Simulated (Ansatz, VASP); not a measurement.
# Mg: VASP beside Ansatz

```
Mg
1.0
     0.00000    3.46205    3.46205
     3.46205    0.00000    3.46205
     3.46205    3.46205    0.00000
Mg
3
Direct
  0.25000 0.25000 0.25000
  0.50000 0.50000 0.50000
  0.75000 0.75000 0.75000
```

Alike in both runs: task single point; functional PBE; k mesh 4 × 4 × 4; occupations gaussian, width 0.1 eV; no spin polarisation.

|  | VASP | Ansatz |
| --- | --- | --- |
| version | VASP 6.6.1 | Ansatz 0.2.0 |
| potentials or method | VASP PAW PBE potentials, release 64 (Mg), cutoff 520 eV | scalar-relativistic, plane waves, PAW |
| valence electrons in the cell | 6 | 30 |

|  | VASP | Ansatz | Ansatz less VASP |
| --- | --- | --- | --- |
| gap on the k mesh at the Fermi level (eV) | none | none | - |
| pressure (GPa) | 0.5 | 0.6 | +0.07 |

A gap of «none» marks a metal or a gap that the smearing closes. VASP's potentials hold 6 valence electrons a cell and Ansatz's 30, so a difference there can come from the potentials and not from the codes.

The k mesh is coarse, so the values compare programs but aren't converged.
